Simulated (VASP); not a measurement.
NaLaMnMoO6:

```
Na La Mn Mo O
1.0
     5.40523    0.00142    0.00146
     0.07459    5.40460   -0.01175
     0.03041   -0.01433    8.22075
Na La Mn Mo O
2 2 2 2 12
Direct
  0.50619 0.50653 0.24999
  0.49381 0.49347 0.75001
  0.01207 0.01233 0.25001
  0.98793 0.98767 0.74999
  0.50000 0.00000 0.00000
  0.00000 0.50000 0.50000
  0.00000 0.50000 0.00000
  0.50000 0.00000 0.50000
  0.94778 0.54274 0.23246
  0.05222 0.45726 0.76754
  0.28121 0.28009 0.04830
  0.71879 0.71991 0.95170
  0.20507 0.79908 0.99952
  0.79493 0.20092 0.00048
  0.45652 0.05176 0.73248
  0.54348 0.94824 0.26752
  0.20097 0.79487 0.49902
  0.79903 0.20513 0.50098
  0.28007 0.28119 0.45169
  0.71993 0.71881 0.54831
```

Base run:

- Program: VASP 6.6.1
- Functional: PBE
- Potentials or basis: VASP PAW PBE potentials, release 64 (Na_pv, La, Mn_pv, Mo_sv, O)
- Cutoff: 520 eV
- k mesh: 5 × 5 × 4
- Occupations: fermi-dirac, width 0.05 eV
- Spin: collinear spin, ferromagnetic start
- Starting moments: [0.0, 0.0, 0.0, 0.0, 4.0, 4.0, 1.0, 1.0, 0.0, 0.0, 0.0, 0.0, 0.0, 0.0, 0.0, 0.0, 0.0, 0.0, 0.0, 0.0] μB

Its results: net moment -3.88 μB per cell; site moments Na +0.00; La +0.01; Mn -3.50, -0.51; Mo +0.27, +0.12; O -0.02, -0.01, -0.04, +0.01 (each value once) μB.

Task: The run is repeated on the same cell with these changes: further incar settings from ALGO = Normal; EDIFF = 1e-06 to ALGO = Normal; EDIFF = 1e-06; NBANDS = 101. What comes out?

Result: Net moment -0.54 μB per cell; site moments Na +0.00; La +0.00; Mn -0.34, -0.33; Mo +0.06, +0.02; O -0.00, -0.01, +0.02 (each value once) μB.

Caveats: only a ferromagnetic start was run, and an antiferromagnetic order may lie lower in energy (at least some runs).
